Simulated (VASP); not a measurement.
Input of a VASP 6.6.1 run:

INCAR

```
SYSTEM = KF
ALGO = Normal
EDIFF = 1E-6
ENCUT = 520
GGA = PE
ISIF = 2
ISMEAR = 0
LASPH = .TRUE.
LCHARG = .FALSE.
LREAL = .FALSE.
LWAVE = .FALSE.
NBANDS = 15
NELM = 100
PREC = Accurate
SIGMA = 0.05
```

KPOINTS

```
k-points
0
G
  8 8 8
  0 0 0
```

The input POSCAR:

```
KF
1.0
    0.0000000000      2.7403375000      2.5398250000
    2.7403375000      0.0000000000      2.5398250000
    2.7403375000      2.7403375000      0.0000000000
K F
1 1
Direct
    0.0000000000      0.0000000000      0.0000000000
    0.5000000000      0.5000000000      0.5000000000
```

Potentials or basis: VASP PAW PBE potentials, release 64 (K_sv, F).

The run is started by

```bash
$ cat potpaw_PBE.64/K_sv/POTCAR potpaw_PBE.64/F/POTCAR > POTCAR
$ mpirun -np 1 vasp_std > vasp.out
```

Predict the band gap on the k mesh.

6.04 eV, direct.

Predict the pressure.

2.0 GPa.

Stress tensor (GPa, compression positive):
```
0.20 0.00 0.00
0.00 0.20 0.00
0.00 0.00 5.52
```

Caveat: the cell differs from its parent crystal (strain +0.025 along x and y, -0.050 along z). A k mesh can miss the band edges.
